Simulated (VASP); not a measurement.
A run of VASP 6.6.1 is set up as follows.

The input INCAR:

```
SYSTEM = Y
PREC = Accurate
ENCUT = 520
EDIFF = 1E-6
ISMEAR = -1
SIGMA = 0.05
LREAL = .False.
LASPH = .True.
NELM = 150
ALGO = Normal
ISIF = 2
LWAVE = .False.
LCHARG = .False.
ISPIN = 2
MAGMOM = 1 1
LORBIT = 11
LMAXMIX = 4
GGA = PE
NBANDS = 22
```

The input KPOINTS:

```
regular mesh
0
Gamma
  13 13 13
  0 0 0
```

The input POSCAR:

```
Y
1.0
    0.0000000000      3.3780317594      3.3780317594
    3.3780317594      0.0000000000      3.3780317594
    3.3780317594      3.3780317594      0.0000000000
Y
2
Direct
    0.1250000000      0.1250000000      0.1250000000
    0.8750000000      0.8750000000      0.8750000000
```

Potentials or basis: VASP PAW PBE potentials, release 64 (Y_sv).

Run with:

```console
$ cat potpaw_PBE.64/Y_sv/POTCAR > POTCAR
$ mpirun -np 1 vasp_std > vasp.out
```

(1) What does it give for the pressure?

(2) Estimate the band gap on the k mesh.

(3) What does it give for the net moment?

Results:

(1) 2.0 GPa.

(2) zero (filled and empty bands overlap).

(3) 0.01 μB per cell.
